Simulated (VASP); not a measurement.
# Cr (I4/mmm) in VASP: further runs

The runs below take Cr through single point, with PBE.

All numbers are computed with VASP 6.6.1; they aren't measurements. Logs are shortened: lines on timing, memory, paths and dates and some standing lists are left out, and cuts for length are marked.

## Step 1: The cell of the first run

The structure is tetragonal, space group I4/mmm (No. 139). The conventional cell has a = 2.677 Å, b = 2.677 Å, c = 2.950 Å, α = 90.00°, β = 90.00°, γ = 90.00°. Cr (site symmetry 4/mmm) has 14 Cr at 2.40 to 2.95 Å within 3.2 Å.

## Step 2: Single point, PBE (biaxial strain in the a-b plane: -6.0 %)

File INCAR:

```
ALGO = Fast
EDIFF = 1E-7
ENCUT = 520
GGA = PE
ISIF = 2
ISMEAR = 0
LASPH = True
LCHARG = False
LREAL = False
LWAVE = False
NBANDS = 19
NELM = 60
PREC = Accurate
SIGMA = 0.1
```

File KPOINTS:

```
k-points
0
Gamma
  18 18 18
```

File POSCAR:

```
Cr
1.0
    2.6769602153      0.0000000000      0.0000000000
    0.0000000000      2.6769602153      0.0000000000
    0.0000000000      0.0000000000      2.9503518969
Cr
2
Direct
    0.0000000000      0.0000000000      0.0000000000
    0.5000000000      0.5000000000      0.5000000000
```

Potentials or basis: VASP PAW PBE potentials, release 64 (Cr_pv).

Command:

```console
$ cat potpaw_PBE.64/Cr_pv/POTCAR > POTCAR
$ mpirun -np 1 vasp_std > vasp.out
```

OUTCAR:

```text
EDIFF = 1E-7
   ENCUT = 520
   GGA = PE
   ISIF = 2
   ISMEAR = 0
   LASPH = True
   LREAL = False
   NELM = 60
   PREC = Accurate

 ion  position               nearest neighbor table
   1  0.000  0.000  0.000-   2 2.40   2 2.40   2 2.40   2 2.40   2 2.40   2 2.40   2 2.40   2 2.40

   2  0.500  0.500  0.500-   1 2.40   1 2.40   1 2.40   1 2.40   1 2.40   1 2.40   1 2.40   1 2.40

  LATTYP: Found a simple tetragonal cell.
 ALAT       =     2.6769602153
 C/A-ratio  =     1.1021276596

  Lattice vectors:

 A1 = (   2.6769602153,   0.0000000000,   0.0000000000)
 A2 = (   0.0000000000,   2.6769602153,   0.0000000000)
 A3 = (   0.0000000000,   0.0000000000,   2.9503518969)

Analysis of symmetry for initial positions (statically):
=====================================================================
 Subroutine PRICEL returns following result:

  LATTYP: Found a body centered tetragonal cell.
 ALAT       =     2.6769602153
 C/A-ratio  =     1.1021276596

  Lattice vectors:

 A1 = (  -1.3384801076,  -1.3384801076,  -1.4751759485)
 A2 = (   1.3384801076,   1.3384801076,  -1.4751759484)
 A3 = (   1.3384801076,  -1.3384801077,   1.4751759485)

   2 primitive cells build up your supercell.

 Routine SETGRP: Setting up the symmetry group for a
 simple tetragonal supercell.

 Subroutine GETGRP returns: Found 16 space group operations
 (whereof 16 operations were pure point group operations)
 out of a pool of 16 trial point group operations.

The static configuration has the point symmetry D_4h.

Analysis of symmetry for dynamics (positions and initial velocities):
=====================================================================
 Subroutine PRICEL returns following result:

  LATTYP: Found a body centered tetragonal cell.
 ALAT       =     2.6769602153
 C/A-ratio  =     1.1021276596

  Lattice vectors:

 A1 = (  -1.3384801076,  -1.3384801076,  -1.4751759485)
 A2 = (   1.3384801076,   1.3384801076,  -1.4751759484)
 A3 = (   1.3384801076,  -1.3384801077,   1.4751759485)

   2 primitive cells build up your supercell.

 Routine SETGRP: Setting up the symmetry group for a
 simple tetragonal supercell.

 Subroutine GETGRP returns: Found 16 space group operations
 (whereof 16 operations were pure point group operations)
 out of a pool of 16 trial point group operations.

The dynamic configuration has the point symmetry D_4h.

 Subroutine INISYM returns: Found 16 space group operations
 (whereof 16 operations are pure point group operations),
[... 92 lines left out ...]
   ENCUT  =  520.0 eV  38.22 Ry    6.18 a.u.   4.98  4.98  5.49*2*pi/ulx,y,z
   NELM   =     60;   NELMIN=  2; NELMDL= -5     # of ELM steps
   EDIFF  = 0.1E-06   stopping-criterion for ELM
   LREAL  =      F    real-space projection
   EDIFFG = 0.1E-05   stopping-criterion for IOM
   NSW    =      0    number of steps for IOM
   IBRION =     -1    ionic relax: 0-MD 1-quasi-New 2-CG
   NFREE  =      0    steps in history (QN), initial steepest desc. (CG)
   ISIF   =      2    stress and relaxation
   ISYM   =      2    0-nonsym 1-usesym 2-fastsym
   POTIM  = 0.5000    time-step for ionic-motion
   TEBEG  =    0.0;   TEEND  =   0.0 temperature during run
   PSTRESS=    0.0 pullay stress
   NELECT =      24.0000    total number of electrons
   NUPDOWN=      -1.0000    fix difference up-down
   EMIN   =  10.00;   EMAX   =-10.00  energy-range for DOS
   EFERMI =   0.00;   METHOD = LEGACY
   ISMEAR =     0;   SIGMA  =   0.10  broadening in eV -4-tet -1-fermi 0-gaus
   EFERMI_NEDOS =   21; number of points for ismear=-14 and -15
   IALGO  =     68    algorithm
   IMIX   =      4    mixing-type and parameters
     AMIX     =   0.40;   BMIX     =  1.00
     AMIX_MAG =   1.60;   BMIX_MAG =  1.00
  volume/ion in A,a.u.               =      10.57        71.34
  Fermi-wavevector in a.u.,A,eV,Ry     =   1.707757  3.227192 39.680485  2.916433
  Thomas-Fermi vector in A             =   2.786550
   LORBIT       =      0    0 simple, 1 ext, 2 COOP (PROOUT), +10 PAW based schemes
   GGA     = PE    functional components
   LHFCALC =     F    Hartree Fock is set to
   AEXX    =    0.0000 exact exchange contribution
   IVDW    =     0    specifies the selected vdW correction
   LEPSILON=     F    determine dielectric tensor
   LRPA    =     F    only Hartree local field effects (RPA)
 non-spin polarized calculation
 RMM-DIIS sequential band-by-band and
 Gauss-broadening in eV      SIGMA  =   0.10
  energy-cutoff  :      520.00
  volume of cell :       21.14
 maximum number of plane-waves:       586
 NGX is ok and might be reduce to    20
   NGX =  9   NGY =  9   NGZ = 11

 number of electron      24.0000011 magnetization

 Free energy of the ion-electron system (eV)
  ---------------------------------------------------
  ext. energy  EPLUGINS =         0.00000000
  ---------------------------------------------------
  free energy    TOTEN  =       -18.71828599 eV

  energy without entropy =      -18.71075212  energy(sigma->0) =      -18.71451906

 E-fermi :  12.3143     XC(G=0): -14.1942

 val. band max:       12.3106585213   @ k =   0.3889   0.0000   0.0000
 cond. band min:      12.3154704985   @ k =   0.4444   0.0000   0.3889
 fundamental gap:      0.0048119772
 Fermi energy:        12.3142739611

 k-point     1 :       0.0000    0.0000    0.0000
  band No.  band energies     occupation
      1     -31.2611      2.00000
      2     -31.0073      2.00000
      3     -31.0073      2.00000
      4     -30.3004      2.00000
      5     -30.2797      2.00000
      6     -30.2797      2.00000
[... 505 lines left out ...]
      6     -30.4004      2.00000
[... 11 lines left out ...]
     18      18.7135      0.00000
     19      19.4802      0.00000

 [... further k-points ...]

------------------------ aborting loop because EDIFF is reached ----------------------------------------

  FORCE on cell =-STRESS in cart. coord.  units (eV):
  Direction    XX          YY          ZZ          XY          YZ          ZX
  --------------------------------------------------------------------------------------
  -------------------------------------------------------------------------------------
  Total        5.3929796      5.3929796      0.5984363      0.0000000      0.0000000     -0.0000000
  in kB      408.6784188    408.6784188     45.3493276      0.0000000      0.0000000     -0.0000000
  external PRESSURE =     287.5687217 kB  Pullay stress =       0.0000000 kB

 VOLUME and BASIS-vectors are now :
 -----------------------------------------------------------------------------
  energy-cutoff  :      520.00
  volume of cell :       21.14
      direct lattice vectors                 reciprocal lattice vectors
     2.676960215  0.000000000  0.000000000     0.373558036  0.000000000  0.000000000
     0.000000000  2.676960215  0.000000000     0.000000000  0.373558036  0.000000000
     0.000000000  0.000000000  2.950351897     0.000000000  0.000000000  0.338942619

 POSITION                                       TOTAL-FORCE (eV/Angst)
 -----------------------------------------------------------------------------------
      0.00000      0.00000      0.00000         0.000000      0.000000      0.000000
      1.33848      1.33848      1.47518        -0.000000     -0.000000      0.000000
 -----------------------------------------------------------------------------------
    total drift:                               -0.000000      0.000000      0.000000

  FREE ENERGIE OF THE ION-ELECTRON SYSTEM (eV)
  ---------------------------------------------------
  free  energy   TOTEN  =       -18.7182859898 eV

  energy  without entropy=      -18.7107521223  energy(sigma->0) =      -18.71451906
```

stdout:

```text
POSCAR found type information on POSCAR Cr
 POSCAR found :  1 types and       2 ions
 scaLAPACK will be used
 LDA part: xc-table for (Slater+PW92), standard interpolation
 POSCAR, INCAR and KPOINTS ok, starting setup
 FFT: planning ... GRIDC
 FFT: planning ... GRID_SOFT
 FFT: planning ... GRID
 WAVECAR not read
 entering main loop
WARNING in EDDRMM: call to ZHEGV failed, returncode =   8  4     19
WARNING in EDDRMM: call to ZHEGV failed, returncode =   6  3     19
WARNING in EDDRMM: call to ZHEGV failed, returncode =   8  4     19
WARNING in EDDRMM: call to ZHEGV failed, returncode =   8  4     19
 num prob WARNING in EDDRMM: call to ZHEGV failed, returncode =   6  3     19
```

It took 2.2 min on 1 thread of Intel Xeon Platinum 8488C (Sapphire Rapids), shared host; peak memory 0.27 GiB.

What came out:

```
Free energy            : -18.7183 eV
Pressure               : 28.8 GPa
Band gap on the k mesh : zero (band 12 reaches 14.18 eV, above the bottom of band 13 at 11.68 eV)
```

Levels at points of the mesh, in eV from the Fermi level:
```
           k point  band 9  band 10  band 11  band 12  band 13  band 14  band 15  band 16
(0.00, 0.00, 0.00)   -4.73    -1.25    -1.25    -0.43     0.72     1.61     2.63     2.83
(0.50, 0.00, 0.00)   -2.04    -2.04    -0.99    -0.99    -0.30    -0.30     0.68     0.68
(0.50, 0.50, 0.00)   -3.44    -3.44     1.86     1.86     1.99     1.99     2.03     2.03
(0.00, 0.00, 0.50)   -2.32    -2.32    -0.14    -0.14    -0.14    -0.14     1.00     1.00
(0.50, 0.00, 0.50)   -2.40    -2.40     0.64     0.64     1.08     1.08     1.82     1.82
(0.50, 0.50, 0.50)   -2.41    -2.41    -2.41    -2.41     1.45     1.45     2.02     2.02
```

Caveat: the cell differs from its parent crystal (biaxial strain in the a-b plane: -6.0 %); the run has no spin polarisation, though such a crystal can be magnetic.

(Continued in part 2 of 2.)
